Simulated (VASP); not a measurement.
# W (Im-3m) in VASP: settings compared

W is run at these levels: LDA, PBE+D4; tasks: single point.

Program: VASP 6.6.1. These are calculated values, not measurements. Logs are shortened: lines on timing, memory, paths and dates and some standing lists are left out, and cuts for length are marked.

### Step 1. The cell of the first run

Symmetry: Im-3m, No. 229, cubic system. Conventional cell: a = 3.186 Å, b = 3.186 Å, c = 3.186 Å, α = 90.00°, β = 90.00°, γ = 90.00°. Within 3.6 Å of W (site symmetry m-3m) lie 14 W at 2.76 to 3.19 Å.

### Step 2. Single point, LDA

Contents of INCAR:

```
SYSTEM = W
PREC = Accurate
ENCUT = 520
EDIFF = 1E-6
ISMEAR = -1
SIGMA = 0.05
LREAL = .FALSE.
LASPH = .TRUE.
NELM = 60
ALGO = Normal
ISIF = 2
LWAVE = .FALSE.
LCHARG = .FALSE.
NBANDS = 13
```

Contents of KPOINTS:

```
regular mesh
0
G
  12 12 12
  0 0 0
```

Contents of POSCAR:

```
W
1.0
   -1.5928244114      1.5928244114      1.5928244114
    1.5928244114     -1.5928244114      1.5928244114
    1.5928244114      1.5928244114     -1.5928244114
W
1
Direct
    0.0000000000      0.0000000000      0.0000000000
```

Potentials or basis: VASP PAW LDA potentials, release 64 (W_sv).

On the command line:

```bash
$ cat potpaw_LDA.64/W_sv/POTCAR > POTCAR
$ mpirun -np 1 vasp_std > vasp.out
```

OUTCAR:

```text
SYSTEM = W
   PREC = Accurate
   ENCUT = 520
   EDIFF = 1E-6
   ISMEAR = -1
   LREAL = .FALSE.
   LASPH = .TRUE.
   NELM = 60
   ISIF = 2

 ion  position               nearest neighbor table
   1  0.000  0.000  0.000-

  LATTYP: Found a body centered cubic cell.
 ALAT       =     3.1856488228

  Lattice vectors:

 A1 = (  -1.5928244114,   1.5928244114,   1.5928244114)
 A2 = (   1.5928244114,  -1.5928244114,   1.5928244114)
 A3 = (   1.5928244114,   1.5928244114,  -1.5928244114)

Analysis of symmetry for initial positions (statically):
=====================================================================
 Subroutine PRICEL returns:
 Original cell was already a primitive cell.

 Routine SETGRP: Setting up the symmetry group for a
 body centered cubic supercell.

 Subroutine GETGRP returns: Found 48 space group operations
 (whereof 48 operations were pure point group operations)
 out of a pool of 48 trial point group operations.

The static configuration has the point symmetry O_h .

Analysis of symmetry for dynamics (positions and initial velocities):
=====================================================================
 Subroutine PRICEL returns:
 Original cell was already a primitive cell.

 Routine SETGRP: Setting up the symmetry group for a
 body centered cubic supercell.

 Subroutine GETGRP returns: Found 48 space group operations
 (whereof 48 operations were pure point group operations)
 out of a pool of 48 trial point group operations.

The dynamic configuration has the point symmetry O_h .

 Subroutine INISYM returns: Found 48 space group operations
 (whereof 48 operations are pure point group operations),
 and found     1 'primitive' translations

----------------------------------------------------------------------------------------

                                     Primitive cell

  volume of cell :      16.1646

  direct lattice vectors                    reciprocal lattice vectors
    -1.592824411  1.592824411  1.592824411     0.000000000  0.313907796  0.313907796
     1.592824411 -1.592824411  1.592824411     0.313907796  0.000000000  0.313907796
     1.592824411  1.592824411 -1.592824411     0.313907796  0.313907796  0.000000000

  length of vectors
     2.758852808  2.758852808  2.758852808     0.443932662  0.443932662  0.443932662

  position of ions in fractional coordinates (direct lattice)
     0.000000000  0.000000000  0.000000000

  ion indices of the primitive-cell ions
   primitive index   ion index
                 1           1

----------------------------------------------------------------------------------------

 KPOINTS: regular mesh

Automatic generation of k-mesh.
 Grid dimensions read from file:
 generate k-points for:   12   12   12

 Generating k-lattice:

  Cartesian coordinates                     Fractional coordinates (reciprocal lattice)
     0.000000000  0.026158983  0.026158983     0.083333333  0.000000000  0.000000000
     0.026158983  0.000000000  0.026158983     0.000000000  0.083333333  0.000000000
     0.026158983  0.026158983  0.000000000     0.000000000  0.000000000  0.083333333

  Length of vectors
     0.036994389  0.036994389  0.036994389

  Shift w.r.t. Gamma in fractional coordinates (k-lattice)
     0.000000000  0.000000000  0.000000000

 Subroutine IBZKPT returns following result:
 ===========================================

 Found     72 irreducible k-points:

 Following reciprocal coordinates:
            Coordinates               Weight
  0.000000  0.000000  0.000000      1.000000
  0.083333  0.000000  0.000000     12.000000
  0.166667  0.000000  0.000000     12.000000
  0.250000  0.000000  0.000000     12.000000
  0.333333  0.000000  0.000000     12.000000
  0.416667  0.000000  0.000000     12.000000
[... 16 lines left out ...]
  0.333333  0.083333  0.083333     24.000000
  0.416667  0.083333  0.083333     12.000000
 [... further k-points ...]
   k-points           NKPTS =     72   k-points in BZ     NKDIM =     72   number of bands    NBANDS=     13
   number of dos      NEDOS =    301   number of ions     NIONS =      1
   total plane-waves  NPLWV =  13824
   dimension x,y,z NGX =    24 NGY =   24 NGZ =   24
   dimension x,y,z NGXF=    48 NGYF=   48 NGZF=   48
   ions per type =               1
   NGX,Y,Z   is equivalent  to a cutoff of  14.46, 14.46, 14.46 a.u.
   NGXF,Y,Z  is equivalent  to a cutoff of  28.92, 28.92, 28.92 a.u.
 SYSTEM =  W
   PREC   = accura    normal or accurate (medium, high low for compatibility)
   ISTART =      0    job   : 0-new  1-cont  2-samecut
   ICHARG =      2    charge: 1-file 2-atom 10-const
   ISPIN  =      1    spin polarized calculation?
   LNONCOLLINEAR =      F non collinear calculations
   LSORBIT =      F    spin-orbit coupling
   LASPH  =      T    aspherical Exc in radial PAW
   ENCUT  =  520.0 eV  38.22 Ry    6.18 a.u.   5.13  5.13  5.13*2*pi/ulx,y,z
   NELM   =     60;   NELMIN=  2; NELMDL= -5     # of ELM steps
   EDIFF  = 0.1E-05   stopping-criterion for ELM
   LREAL  =      F    real-space projection
   EDIFFG = 0.1E-04   stopping-criterion for IOM
   NSW    =      0    number of steps for IOM
   IBRION =     -1    ionic relax: 0-MD 1-quasi-New 2-CG
   NFREE  =      0    steps in history (QN), initial steepest desc. (CG)
   ISIF   =      2    stress and relaxation
   ISYM   =      2    0-nonsym 1-usesym 2-fastsym
   POTIM  = 0.5000    time-step for ionic-motion
   TEBEG  =    0.0;   TEEND  =   0.0 temperature during run
   PSTRESS=    0.0 pullay stress
   NELECT =      14.0000    total number of electrons
   NUPDOWN=      -1.0000    fix difference up-down
   EMIN   =  10.00;   EMAX   =-10.00  energy-range for DOS
   EFERMI =   0.00;   METHOD = LEGACY
   ISMEAR =    -1;   SIGMA  =   0.05  broadening in eV -4-tet -1-fermi 0-gaus
   EFERMI_NEDOS =   21; number of points for ismear=-14 and -15
   IALGO  =     38    algorithm
   IMIX   =      4    mixing-type and parameters
     AMIX     =   0.40;   BMIX     =  1.00
     AMIX_MAG =   1.60;   BMIX_MAG =  1.00
  volume/ion in A,a.u.               =      16.16       109.08
  Fermi-wavevector in a.u.,A,eV,Ry     =   1.560497  2.948912 33.132240  2.435151
  Thomas-Fermi vector in A             =   2.663700
   LORBIT       =      0    0 simple, 1 ext, 2 COOP (PROOUT), +10 PAW based schemes
   GGA     = CA    functional components
   LHFCALC =     F    Hartree Fock is set to
   AEXX    =    0.0000 exact exchange contribution
   IVDW    =     0    specifies the selected vdW correction
   LEPSILON=     F    determine dielectric tensor
   LRPA    =     F    only Hartree local field effects (RPA)
 non-spin polarized calculation
  energy-cutoff  :      520.00
  volume of cell :       16.16
 maximum number of plane-waves:       466
 NGX is ok and might be reduce to    24
   NGX = 11   NGY = 11   NGZ = 11

 number of electron      14.0000002 magnetization

 Free energy of the ion-electron system (eV)
  ---------------------------------------------------
  ext. energy  EPLUGINS =         0.00000000
  ---------------------------------------------------
  free energy    TOTEN  =       -14.07945591 eV

  energy without entropy =      -14.07413414  energy(sigma->0) =      -14.07679503

 E-fermi :  10.9666     XC(G=0): -13.7196

 val. band max:       10.9390996894   @ k =  -0.1667   0.1667   0.0833
 cond. band min:      10.9673587920   @ k =   0.4167   0.0833  -0.0000
 fundamental gap:      0.0282591027
 Fermi energy:        10.9665575938

 k-point     1 :       0.0000    0.0000    0.0000
  band No.  band energies     occupation
      1     -62.7354      2.00000
      2     -26.5720      2.00000
      3     -26.5720      2.00000
      4     -26.5720      2.00000
      5       1.5940      2.00000
      6       9.8082      2.00000
      7       9.8082      2.00000
      8       9.8082      2.00000
      9      13.1715      0.00000
     10      13.1715      0.00000
     11      25.5661      0.00000
     12      25.5661      0.00000
     13      25.5661      0.00000

 k-point     2 :       0.0833    0.0000    0.0000
  band No.  band energies     occupation
      1     -62.7270      2.00000
      2     -26.6607      2.00000
      3     -26.5999      2.00000
      4     -26.5725      2.00000
      5       1.9212      2.00000
      6       9.6147      2.00000
      7       9.7601      2.00000
      8      10.1245      2.00000
      9      12.8848      0.00000
     10      13.1760      0.00000
     11      25.8321      0.00000
     12      26.1209      0.00000
     13      26.3281      0.00000

 k-point     3 :       0.1667    0.0000    0.0000
  band No.  band energies     occupation
      1     -62.7039      2.00000
      2     -26.8977      2.00000
      3     -26.6751      2.00000
      4     -26.5736      2.00000
      5       2.8166      2.00000
      6       9.1276      2.00000
      7       9.5216      2.00000
      8      11.0498      0.31831
      9      12.5046      0.00000
     10      13.2200      0.00000
     11      26.2682      0.00000
     12      27.6836      0.00000
     13      27.7896      0.00000
[... 305 lines left out ...]
 k-point    23 :       0.3333    0.0833    0.0833
  band No.  band energies     occupation
      1     -62.6140      2.00000
      2     -27.6673      2.00000
      3     -26.9892      2.00000
      4     -26.6586      2.00000
      5       5.5875      2.00000
      6       7.6046      2.00000
      7      10.0224      2.00000
      8      13.2877      0.00000
      9      13.9316      0.00000
     10      17.4809      0.00000
     11      21.8346      0.00000
     12      23.6919      0.00000
     13      27.3621      0.00000

 k-point    24 :       0.4167    0.0833    0.0833
  band No.  band energies     occupation
      1     -62.6064      2.00000
      2     -27.7197      2.00000
      3     -27.0290      2.00000
      4     -26.6609      2.00000
      5       5.5547      2.00000
      6       7.5087      2.00000
      7      10.8329      1.87092
      8      13.3039      0.00000
      9      14.0381      0.00000
     10      18.2888      0.00000
     11      20.6877      0.00000
     12      23.2356      0.00000
     13      26.8289      0.00000

 [... further k-points ...]
[... 5 lines left out ...]
  --------------------------------------------------------------------------------------
  -------------------------------------------------------------------------------------
  Total       -1.3059005     -1.3059005     -1.3059005     -0.0000000      0.0000000     -0.0000000
  in kB     -129.4365658   -129.4365658   -129.4365658     -0.0000000      0.0000000     -0.0000000
  external PRESSURE =    -129.4365658 kB  Pullay stress =       0.0000000 kB

 VOLUME and BASIS-vectors are now :
 -----------------------------------------------------------------------------
  energy-cutoff  :      520.00
  volume of cell :       16.16
      direct lattice vectors                 reciprocal lattice vectors
    -1.592824411  1.592824411  1.592824411     0.000000000  0.313907796  0.313907796
     1.592824411 -1.592824411  1.592824411     0.313907796  0.000000000  0.313907796
     1.592824411  1.592824411 -1.592824411     0.313907796  0.313907796  0.000000000

 POSITION                                       TOTAL-FORCE (eV/Angst)
 -----------------------------------------------------------------------------------
      0.00000      0.00000      0.00000        -0.000000      0.000000      0.000000
 -----------------------------------------------------------------------------------
    total drift:                                0.000000      0.000000      0.000000

  FREE ENERGIE OF THE ION-ELECTRON SYSTEM (eV)
  ---------------------------------------------------
  free  energy   TOTEN  =       -14.0794559125 eV

  energy  without entropy=      -14.0741341446  energy(sigma->0) =      -14.07679503
```

It took 12 s on 1 thread of AMD EPYC 7R43 (Zen 3), shared host; peak memory 0.1 GiB.

Results:

* Free energy: -14.0795 eV
* Pressure: -12.9 GPa
* Band gap on the k mesh: zero (band 7 reaches 16.04 eV, above the bottom of band 8 at 9.81 eV)

Caveat: spin-orbit coupling is left out, which moves the levels of the heavy elements.

### Step 3. Single point, PBE+D4

This run uses another cell than the first one, of 16.48 Å³/atom, 1.020 times its volume.

Contents of INCAR:

```
SYSTEM = W
PREC = Accurate
ENCUT = 520
EDIFF = 1E-6
ISMEAR = -1
SIGMA = 0.05
LREAL = .False.
LASPH = .True.
NELM = 80
ALGO = Normal
ISIF = 2
LWAVE = .False.
LCHARG = .False.
GGA = PE
IVDW = 13
NBANDS = 13
```

Contents of KPOINTS:

```
Automatic mesh
0
Gamma
  12 12 12
  0 0 0
```

Contents of POSCAR:

```
W
1.0
   -1.6031677168      1.6031677168      1.6031677168
    1.6031677168     -1.6031677168      1.6031677168
    1.6031677168      1.6031677168     -1.6031677168
W
1
Direct
    0.0000000000      0.0000000000      0.0000000000
```

Potentials or basis: VASP PAW PBE potentials, release 64 (W_sv).

On the command line:

```bash
$ cat potpaw_PBE.64/W_sv/POTCAR > POTCAR
$ mpirun -np 1 vasp_std > vasp.out
```

It took 13 s on 1 thread of AMD EPYC 7R43 (Zen 3), shared host; peak memory 0.12 GiB.

Results (log left out):

```yaml
Free_energy: -13.6481 eV
Pressure: -11.9 GPa
Band_gap_on_the_k_mesh: zero (band 7 reaches 15.77 eV, above the bottom of band 8 at 9.72 eV)
Dispersion_energy_per_atom: -0.696 eV
```

Levels at points of the mesh, in eV from the Fermi level:
```tsv
k point	band 5	band 6	band 7	band 8	band 9	band 10
(0.00, 0.00, 0.00)	-9.31	-1.06	-1.06	-1.06	2.28	2.28
(0.50, 0.00, 0.00)	-5.92	-3.28	0.66	2.15	3.08	5.91
(0.50, 0.50, 0.50)	-5.42	-5.42	4.99	4.99	4.99	8.05
```

Caveat: spin-orbit coupling is left out, which moves the levels of the heavy elements; pairwise dispersion overbinds metals, which lowers pressure and volume.

### Step 4. Single point, PBE+D4

This run uses another cell than the first one, of 16.80 Å³/atom, 1.039 times its volume.

Contents of INCAR:

```
SYSTEM = W
ALGO     = Normal         ! electronic algorithm
EDIFF    = 1E-7           ! SCF threshold, eV
ENCUT    = 520            ! plane-wave cutoff, eV
GGA      = PE             ! functional
ISIF     = 2              ! what is computed and relaxed
ISMEAR   = -1             ! smearing method
IVDW     = 13             ! dispersion correction
LASPH    = .TRUE.         ! aspherical terms in the spheres
LCHARG   = .FALSE.        ! write CHGCAR
LREAL    = .FALSE.        ! projectors in reciprocal space
LWAVE    = .FALSE.        ! write WAVECAR
NBANDS   = 13             ! bands
NELM     = 80             ! most SCF steps
PREC     = Accurate       ! precision mode
SIGMA    = 0.05           ! smearing width, eV
```

Contents of KPOINTS:

```
k-points
0
G
  12 12 12
  0 0 0
```

Contents of POSCAR:

```
W
1.0
   -1.6133792515      1.6133792515      1.6133792515
    1.6133792515     -1.6133792515      1.6133792515
    1.6133792515      1.6133792515     -1.6133792515
W
1
Direct
    0.0000000000      0.0000000000      0.0000000000
```

On the command line:

```bash
$ cat potpaw_PBE.64/W_sv/POTCAR > POTCAR
$ mpirun -np 1 vasp_std > vasp.out
```

It took 15 s on 1 thread of AMD EPYC 7R43 (Zen 3), shared host; peak memory 0.11 GiB.

The run converged. Its results:

| Quantity | Value |
| --- | --- |
| Free energy | -13.6198 eV |
| Pressure | -16.8 GPa |
| Band gap on the k mesh | zero (band 7 reaches 15.37 eV, above the bottom of band 8 at 9.48 eV) |
| Dispersion energy per atom | -0.683 eV |

Levels at points of the mesh, in eV from the Fermi level:
```tsv
k point	band 4	band 5	band 6	band 7	band 8	band 9	band 10	band 11
(0.00, 0.00, 0.00)	-37.80	-9.20	-1.03	-1.03	-1.03	2.23	2.23	14.50
(0.50, 0.00, 0.00)	-37.80	-5.79	-3.19	0.61	2.10	3.00	5.75	10.28
(0.50, 0.50, 0.50)	-38.55	-5.27	-5.27	4.87	4.87	4.87	7.91	7.91
```

Caveat: spin-orbit coupling is left out, which moves the levels of the heavy elements; pairwise dispersion overbinds metals, which lowers pressure and volume.

### Step 5. The runs side by side

```tsv
level	potentials or basis	cell	gap on the mesh (eV)	pressure (GPa)
LDA	VASP PAW LDA potentials, release 64 (W_sv)	a = 2.759 Å, angles 109.5°, 1 atom	none	-12.9
PBE+D4	VASP PAW PBE potentials, release 64 (W_sv)	a = 2.777 Å, angles 109.5°, 1 atom	none	-11.9
PBE+D4	VASP PAW PBE potentials, release 64 (W_sv)	a = 2.794 Å, angles 109.5°, 1 atom	none	-16.8
```

Alike in all rows: task single point; no spin polarisation; k mesh 12 × 12 × 12; cutoff (eV) 520; smearing fermi-dirac 0.05 eV.

Caveats: spin-orbit coupling is left out, which moves the levels of the heavy elements; pairwise dispersion overbinds metals, which lowers pressure and volume (some runs).

Absolute energies hang on the potentials; compare differences alone.
